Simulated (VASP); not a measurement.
Here is a VASP 6.6.1 calculation.

The input INCAR:

```
SYSTEM = TaN
  PREC = Accurate
  ENCUT = 520
  EDIFF = 1E-6
  ISMEAR = 1
  SIGMA = 0.15
  LREAL = .False.
  LASPH = .True.
  NELM = 80
  ALGO = Normal
  ISIF = 2
  LWAVE = .False.
  LCHARG = .False.
  NBANDS = 24
```

The input KPOINTS:

```
Automatic mesh
0
Gamma
  8 8 5
  0 0 0
```

File POSCAR:

```
TaN
1.0
    3.0480000000      0.0000000000      0.0000000000
   -1.5240000000      2.6396500000      0.0000000000
    0.0000000000      0.0000000000      4.9180000000
Ta N
2 2
Direct
    0.0000000000      0.0000000000      0.0000000000
    0.0000000000      0.0000000000      0.5000000000
    0.3333333333      0.6666666667      0.2500000000
    0.6666666667      0.3333333333      0.7500000000
```

Potentials or basis: VASP PAW LDA potentials, release 64 (Ta_pv, N).

Command:

```sh
$ cat potpaw_LDA.64/Ta_pv/POTCAR potpaw_LDA.64/N/POTCAR > POTCAR
$ mpirun -np 1 vasp_std > vasp.out
```

(1) Predict the pressure.

(2) What does it give for the band gap on the k mesh?

Results:

(1) 43.6 GPa.

(2) zero (band 16 reaches 10.36 eV, above the bottom of band 17 at 7.88 eV).

Caveat: spin-orbit coupling is left out, which moves the levels of the heavy elements.
